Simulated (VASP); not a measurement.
# Cu (Cmcm) in VASP: further runs, part 2 of 2

VASP 6.6.1. Earlier steps stand in the parts before.

### Step 4. Single point, LDA

This run uses another cell than the first one, of 11.99 Å³/atom.

INCAR

```
PREC = Accurate
ENCUT = 520
EDIFF = 1E-7
ISMEAR = -1
SIGMA = 0.05
LREAL = False
LASPH = True
NELM = 60
ALGO = Fast
ISIF = 2
LWAVE = False
LCHARG = False
GGA = CA
NBANDS = 18
```

KPOINTS

```
Automatic mesh
0
Gamma
  11 11 11
```

POSCAR

```
Cu
1.0
    1.2184636900     -3.9763780104      0.0000000000
    1.2184636900      3.9763780104      0.0000000000
    0.0000000000      0.0000000000      2.4754955235
Cu
2
Direct
    0.8661333500      0.1338666500      0.7500000000
    0.1338666500      0.8661333500      0.2500000000
```

Potentials or basis: VASP PAW LDA potentials, release 64 (Cu).

The run is started by

```
> cat potpaw_LDA.64/Cu/POTCAR > POTCAR
> mpirun -np 1 vasp_std > vasp.out
```

OUTCAR:

```text
PREC = Accurate
   ENCUT = 520
   EDIFF = 1E-7
   ISMEAR = -1
   LREAL = False
   LASPH = True
   NELM = 60
   ISIF = 2
   GGA = CA

 ion  position               nearest neighbor table
   1  0.866  0.134  0.750-   2 2.46   2 2.46   2 2.54   2 2.54   2 2.54   2 2.54
   2  0.134  0.866  0.250-   1 2.46   1 2.46   1 2.54   1 2.54   1 2.54   1 2.54

  LATTYP: Found a base centered orthorhombic cell.
 ALAT       =     2.4369273800
 B/A-ratio  =     3.2634357864
 C/A-ratio  =     1.0158265461

  Lattice vectors:

 A1 = (   1.2184636900,  -3.9763780104,   0.0000000000)
 A2 = (   1.2184636900,   3.9763780104,   0.0000000000)
 A3 = (   0.0000000000,   0.0000000000,   2.4754955235)

Analysis of symmetry for initial positions (statically):
=====================================================================
 Subroutine PRICEL returns:
 Original cell was already a primitive cell.

 Routine SETGRP: Setting up the symmetry group for a
 base centered orthorhombic supercell.

 Subroutine GETGRP returns: Found  8 space group operations
 (whereof  4 operations were pure point group operations)
 out of a pool of  8 trial point group operations.

The static configuration has the point symmetry C_2h.
 The point group associated with its full space group is D_2h.

Analysis of symmetry for dynamics (positions and initial velocities):
=====================================================================
 Subroutine PRICEL returns:
 Original cell was already a primitive cell.

 Routine SETGRP: Setting up the symmetry group for a
 base centered orthorhombic supercell.

 Subroutine GETGRP returns: Found  8 space group operations
 (whereof  4 operations were pure point group operations)
 out of a pool of  8 trial point group operations.

The dynamic configuration has the point symmetry C_2h.
 The point group associated with its full space group is D_2h.

 Subroutine INISYM returns: Found  8 space group operations
 (whereof  4 operations are pure point group operations),
 and found     1 'primitive' translations

----------------------------------------------------------------------------------------

                                     Primitive cell

  volume of cell :      23.9879

  direct lattice vectors                    reciprocal lattice vectors
     1.218463690 -3.976378010  0.000000000     0.410352811 -0.125742572  0.000000000
     1.218463690  3.976378010  0.000000000     0.410352811  0.125742572  0.000000000
     0.000000000  0.000000000  2.475495523     0.000000000  0.000000000  0.403959527

  length of vectors
     4.158874348  4.158874348  2.475495523     0.429186001  0.429186001  0.403959527

  position of ions in fractional coordinates (direct lattice)
     0.866133350  0.133866650  0.750000000
     0.133866650  0.866133350  0.250000000

  ion indices of the primitive-cell ions
   primitive index   ion index
                 1           1
                 2           2

----------------------------------------------------------------------------------------

 KPOINTS: Automatic mesh

Automatic generation of k-mesh.
 Grid dimensions read from file:
 generate k-points for:   11   11   11

 Generating k-lattice:

  Cartesian coordinates                     Fractional coordinates (reciprocal lattice)
     0.037304801 -0.011431143  0.000000000     0.090909091  0.000000000  0.000000000
     0.037304801  0.011431143  0.000000000     0.000000000  0.090909091  0.000000000
     0.000000000  0.000000000  0.036723593     0.000000000  0.000000000  0.090909091

  Length of vectors
     0.039016909  0.039016909  0.036723593

  Shift w.r.t. Gamma in fractional coordinates (k-lattice)
     0.000000000  0.000000000  0.000000000

 Subroutine IBZKPT returns following result:
 ===========================================

 Found    216 irreducible k-points:

 Following reciprocal coordinates:
            Coordinates               Weight
  0.000000  0.000000  0.000000      1.000000
  0.090909 -0.000000  0.000000      4.000000
  0.181818  0.000000  0.000000      4.000000
  0.272727  0.000000  0.000000      4.000000
  0.363636 -0.000000  0.000000      4.000000
  0.454545 -0.000000  0.000000      4.000000
[... 16 lines left out ...]
 -0.272727  0.181818  0.000000      4.000000
 -0.181818  0.181818  0.000000      2.000000
 [... further k-points ...]
   k-points           NKPTS =    216   k-points in BZ     NKDIM =    216   number of bands    NBANDS=     18
   number of dos      NEDOS =    301   number of ions     NIONS =      2
   total plane-waves  NPLWV =  18432
   dimension x,y,z NGX =    32 NGY =   32 NGZ =   18
   dimension x,y,z NGXF=    64 NGYF=   64 NGZF=   36
   ions per type =               2
   NGX,Y,Z   is equivalent  to a cutoff of  12.79, 12.79, 12.09 a.u.
   NGXF,Y,Z  is equivalent  to a cutoff of  25.58, 25.58, 24.18 a.u.
 SYSTEM =  unknown system
   PREC   = accura    normal or accurate (medium, high low for compatibility)
   ISTART =      0    job   : 0-new  1-cont  2-samecut
   ICHARG =      2    charge: 1-file 2-atom 10-const
   ISPIN  =      1    spin polarized calculation?
   LNONCOLLINEAR =      F non collinear calculations
   LSORBIT =      F    spin-orbit coupling
   LASPH  =      T    aspherical Exc in radial PAW
   ENCUT  =  520.0 eV  38.22 Ry    6.18 a.u.   7.73  7.73  4.60*2*pi/ulx,y,z
   NELM   =     60;   NELMIN=  2; NELMDL= -5     # of ELM steps
   EDIFF  = 0.1E-06   stopping-criterion for ELM
   LREAL  =      F    real-space projection
   EDIFFG = 0.1E-05   stopping-criterion for IOM
   NSW    =      0    number of steps for IOM
   IBRION =     -1    ionic relax: 0-MD 1-quasi-New 2-CG
   NFREE  =      0    steps in history (QN), initial steepest desc. (CG)
   ISIF   =      2    stress and relaxation
   ISYM   =      2    0-nonsym 1-usesym 2-fastsym
   POTIM  = 0.5000    time-step for ionic-motion
   TEBEG  =    0.0;   TEEND  =   0.0 temperature during run
   PSTRESS=    0.0 pullay stress
   NELECT =      22.0000    total number of electrons
   NUPDOWN=      -1.0000    fix difference up-down
   EMIN   =  10.00;   EMAX   =-10.00  energy-range for DOS
   EFERMI =   0.00;   METHOD = LEGACY
   ISMEAR =    -1;   SIGMA  =   0.05  broadening in eV -4-tet -1-fermi 0-gaus
   EFERMI_NEDOS =   21; number of points for ismear=-14 and -15
   IALGO  =     68    algorithm
   IMIX   =      4    mixing-type and parameters
     AMIX     =   0.40;   BMIX     =  1.00
     AMIX_MAG =   1.60;   BMIX_MAG =  1.00
  volume/ion in A,a.u.               =      11.99        80.94
  Fermi-wavevector in a.u.,A,eV,Ry     =   1.590566  3.005733 34.421366  2.529899
  Thomas-Fermi vector in A             =   2.689241
   LORBIT       =      0    0 simple, 1 ext, 2 COOP (PROOUT), +10 PAW based schemes
   GGA     = CA    functional components
   LHFCALC =     F    Hartree Fock is set to
   AEXX    =    0.0000 exact exchange contribution
   IVDW    =     0    specifies the selected vdW correction
   LEPSILON=     F    determine dielectric tensor
   LRPA    =     F    only Hartree local field effects (RPA)
 non-spin polarized calculation
 RMM-DIIS sequential band-by-band and
  energy-cutoff  :      520.00
  volume of cell :       23.99
 maximum number of plane-waves:       668
   NGX = 15   NGY = 15   NGZ =  9

 number of electron      21.9999988 magnetization

 Free energy of the ion-electron system (eV)
  ---------------------------------------------------
  ext. energy  EPLUGINS =         0.00000000
  ---------------------------------------------------
  free energy    TOTEN  =        -9.07786918 eV

  energy without entropy =       -9.07353502  energy(sigma->0) =       -9.07570210

 E-fermi :   7.1613     XC(G=0): -12.9740

 val. band max:        7.1475823341   @ k =  -0.3636   0.3636   0.3636
 cond. band min:       7.1855881661   @ k =  -0.3636   0.2727   0.2727
 fundamental gap:      0.0380058320
 Fermi energy:         7.1613131517

 k-point     1 :       0.0000    0.0000    0.0000
  band No.  band energies     occupation
      1      -2.0920      2.00000
      2       2.1511      2.00000
      3       2.8904      2.00000
      4       3.3681      2.00000
      5       4.0812      2.00000
      6       4.3496      2.00000
[... 10 lines left out ...]
     17      26.7781      0.00000
     18      28.7599      0.00000
[... 463 lines left out ...]
 k-point    24 :      -0.1818    0.1818    0.0000
  band No.  band energies     occupation
      1      -1.7655      2.00000
      2       2.0514      2.00000
      3       2.8188      2.00000
      4       3.4180      2.00000
      5       4.1900      2.00000
      6       4.2291      2.00000
[... 10 lines left out ...]
     17      28.4185      0.00000
     18      28.4898      0.00000

 [... further k-points ...]

------------------------ aborting loop because EDIFF is reached ----------------------------------------

  FORCE on cell =-STRESS in cart. coord.  units (eV):
  Direction    XX          YY          ZZ          XY          YZ          ZX
  --------------------------------------------------------------------------------------
  -------------------------------------------------------------------------------------
  Total       -0.9428613     -1.1445478     -0.9834673      0.0000000      0.0000000      0.0000000
  in kB      -62.9746855    -76.4455327    -65.6868007      0.0000000      0.0000000      0.0000000
  external PRESSURE =     -68.3690063 kB  Pullay stress =       0.0000000 kB

 VOLUME and BASIS-vectors are now :
 -----------------------------------------------------------------------------
  energy-cutoff  :      520.00
  volume of cell :       23.99
      direct lattice vectors                 reciprocal lattice vectors
     1.218463690 -3.976378010  0.000000000     0.410352811 -0.125742572  0.000000000
     1.218463690  3.976378010  0.000000000     0.410352811  0.125742572  0.000000000
     0.000000000  0.000000000  2.475495523     0.000000000  0.000000000  0.403959527

 POSITION                                       TOTAL-FORCE (eV/Angst)
 -----------------------------------------------------------------------------------
      1.21846     -2.91177      1.85662         0.000000      0.037542     -0.000000
      1.21846      2.91177      0.61887         0.000000     -0.037542      0.000000
 -----------------------------------------------------------------------------------
    total drift:                                0.000000      0.000000      0.000000

  FREE ENERGIE OF THE ION-ELECTRON SYSTEM (eV)
  ---------------------------------------------------
  free  energy   TOTEN  =        -9.0778691797 eV

  energy  without entropy=       -9.0735350199  energy(sigma->0) =       -9.07570210
```

Wall time 3.2 min (1 thread of AMD EPYC 7R13, shared host); peak memory 0.16 GiB.

What came out:

```
Free energy            : -9.0779 eV
Pressure               : -6.8 GPa
Largest force          : 0.038 eV/Å
Band gap on the k mesh : zero (bands 11 and 12 overlap by 5.46 eV)
```

Forces on the atoms (eV/Å):
```
Cu   0.000  0.038  0.000
Cu   0.000 -0.038  0.000
```

Caveat: the cell stands under tension.

### Step 5. Single point, PBE

This run uses another cell than the first one, of 12.57 Å³/atom.

INCAR

```
SYSTEM = Cu
  PREC = Accurate
  ENCUT = 520
  EDIFF = 1E-6
  ISMEAR = -1
  SIGMA = 0.05
  LREAL = .False.
  LASPH = .True.
  NELM = 80
  ALGO = Normal
  ISIF = 2
  LWAVE = .False.
  LCHARG = .False.
  GGA = PE
  NBANDS = 18
```

KPOINTS

```
regular mesh
0
Gamma
  11 11 11
  0 0 0
```

POSCAR

```
Cu
1.0
    1.2406082111     -4.0170423680      0.0000000000
    1.2406082111      4.0170423680      0.0000000000
    0.0000000000      0.0000000000      2.5221173562
Cu
2
Direct
    0.8659105805      0.1340894195      0.7500000000
    0.1340894195      0.8659105805      0.2500000000
```

Potentials or basis: VASP PAW PBE potentials, release 64 (Cu).

The run is started by

```
> cat potpaw_PBE.64/Cu/POTCAR > POTCAR
> mpirun -np 1 vasp_std > vasp.out
```

Wall time 2.4 min (1 thread of AMD EPYC 7R13, shared host); peak memory 0.18 GiB.

It converged, with:

| Quantity | Value |
| --- | --- |
| Free energy | -7.1821 eV |
| Pressure | 0.4 GPa |
| Band gap on the k mesh | zero (bands 11 and 12 overlap by 5.31 eV) |

Forces on the atoms (eV/Å):
```
Cu   0.000 -0.003  0.000
Cu   0.000  0.003  0.000
```

Stress tensor (GPa, compression positive):
```
0.32 0.00 0.00
0.00 0.47 0.00
0.00 0.00 0.45
```

Levels at points of the mesh, in eV from the Fermi level:
| k point | band 9 | band 10 | band 11 | band 12 | band 13 | band 14 |
| --- | --- | --- | --- | --- | --- | --- |
| (0.00, 0.00, 0.00) | -1.82 | -1.69 | -1.44 | 0.11 | 4.64 | 14.18 |

### Step 6. Relaxation of cell and atoms, PBE

This run uses another cell than the first one, of 11.99 Å³/atom.

INCAR

```
SYSTEM = Cu
ALGO     = Fast           ! electronic algorithm
EDIFF    = 1E-7           ! SCF threshold, eV
EDIFFG   = -0.01          ! ionic threshold
ENCUT    = 600            ! plane-wave cutoff, eV
GGA      = PE             ! functional
IBRION   = 2              ! ionic algorithm
ISIF     = 3              ! what is computed and relaxed
ISMEAR   = -1             ! smearing method
LASPH    = .True.         ! aspherical terms in the spheres
LCHARG   = .False.        ! write CHGCAR
LREAL    = .False.        ! projectors in reciprocal space
LWAVE    = .False.        ! write WAVECAR
NELM     = 60             ! most SCF steps
NSW      = 60             ! ionic steps
PREC     = Accurate       ! precision mode
SIGMA    = 0.05           ! smearing width, eV
```

KPOINTS

```
k-points
0
Gamma
  11 11 11
  0 0 0
```

POSCAR

```
Cu
1.0
    1.2184636900     -3.9763780104      0.0000000000
    1.2184636900      3.9763780104      0.0000000000
    0.0000000000      0.0000000000      2.4754955235
Cu
2
Direct
    0.8661333500      0.1338666500      0.7500000000
    0.1338666500      0.8661333500      0.2500000000
```

Potentials or basis: VASP PAW PBE potentials, release 64 (Cu).

The run is started by

```
> cat potpaw_PBE.64/Cu/POTCAR > POTCAR
> mpirun -np 1 vasp_std > vasp.out
```

Run time: 24 min. Hardware: 1 thread of AMD EPYC 7R13, shared host; peak memory 0.21 GiB.

The run converged. Its results:

* Free energy: -7.1821 eV
* Relaxed volume: 12.62 Å³/atom
* Relaxed cell: a = 4.213 Å, b = 4.213 Å, c = 2.525 Å, α = 90.00°, β = 90.00°, γ = 145.70°
* Space group after relaxing (to 0.1 Å): Cmcm (No. 63)
* Energy gained by relaxing: 13.3 meV/atom
* Ionic steps: 8
* Pressure after relaxing: 0.0 GPa
* Band gap on the k mesh: zero (bands 11 and 12 overlap by 5.31 eV)

Stress tensor (GPa, compression positive):
```
-0.08  0.00  0.00
 0.00 -0.09  0.00
 0.00  0.00  0.02
```

The path:
| step | energy change (eV) | largest force (eV/Å) | pressure (GPa) | volume (Å³) |
| --- | --- | --- | --- | --- |
| 1 | 0.0000 | 0.0531 | 7.12 | 23.99 |
| 2 | -0.0197 | 0.0702 | -3.11 | 25.89 |
| 3 | -0.0263 | 0.0339 | -0.02 | 25.22 |
| 4 | -0.0262 | 0.0321 | 0.19 | 25.20 |
| 5 | -0.0265 | 0.0183 | 0.13 | 25.21 |
| 6 | -0.0266 | 0.0002 | 0.13 | 25.22 |
| 7 | -0.0266 | 0.0009 | -0.24 | 25.26 |
| 8 | -0.0266 | 0.0013 | -0.05 | 25.25 |

Final structure:
```yaml
crystal:
  lattice:
    - [1.24216, -4.02529, 0.00000]
    - [1.24216, 4.02529, 0.00000]
    - [0.00000, 0.00000, 2.52453]
  atoms:
    - { symbol: Cu, position: [0.86591, 0.13409, 0.75000] }
    - { symbol: Cu, position: [0.13409, 0.86591, 0.25000] }
```

Levels at points of the mesh, in eV from the Fermi level:
```tsv
k point	band 7	band 8	band 9	band 10	band 11	band 12	band 13	band 14	band 15
(0.00, 0.00, 0.00)	-2.28	-1.98	-1.82	-1.68	-1.44	0.10	4.60	14.16	17.69
```

### Step 7. The runs side by side

```tsv
task	level	potentials or basis	cell	cutoff (eV)	smearing	gap on the mesh (eV)	pressure (GPa)	largest force (eV/Å)
single point	LDA	VASP PAW LDA potentials, release 64 (Cu)	a = 4.075, b = 4.075, c = 2.443 Å, angles 90.0, 90.0, 145.8°, 2 atoms, atomic positions A	520	fermi-dirac 0.05 eV	none	1.0	-
single point	PBE	VASP PAW PBE potentials, release 64 (Cu)	a = 4.159, b = 4.159, c = 2.475 Å, angles 90.0, 90.0, 145.9°, 2 atoms, atomic positions B	520	gaussian 0.011 eV	none	7.1	0.05
single point	LDA	VASP PAW LDA potentials, release 64 (Cu)	a = 4.159, b = 4.159, c = 2.475 Å, angles 90.0, 90.0, 145.9°, 2 atoms, atomic positions B	520	fermi-dirac 0.05 eV	none	-6.8	0.04
single point	PBE	VASP PAW PBE potentials, release 64 (Cu)	a = 4.204, b = 4.204, c = 2.522 Å, angles 90.0, 90.0, 145.7°, 2 atoms, atomic positions C	520	fermi-dirac 0.05 eV	none	0.4	-
relaxation of cell and atoms	PBE	VASP PAW PBE potentials, release 64 (Cu)	relaxed from a = 4.159, b = 4.159, c = 2.475 Å, angles 90.0, 90.0, 145.9°, 2 atoms, atomic positions B	600	fermi-dirac 0.05 eV	none	0.0	-
```

Alike in all rows: no spin polarisation; k mesh 11 × 11 × 11.

Caveats: the cell stands under pressure (at least some runs); the cell stands under tension (at least some runs).

Absolute energies hang on the potentials; compare differences alone.

The gap in the log of VASP goes by the Fermi energy; the results here count the filled bands.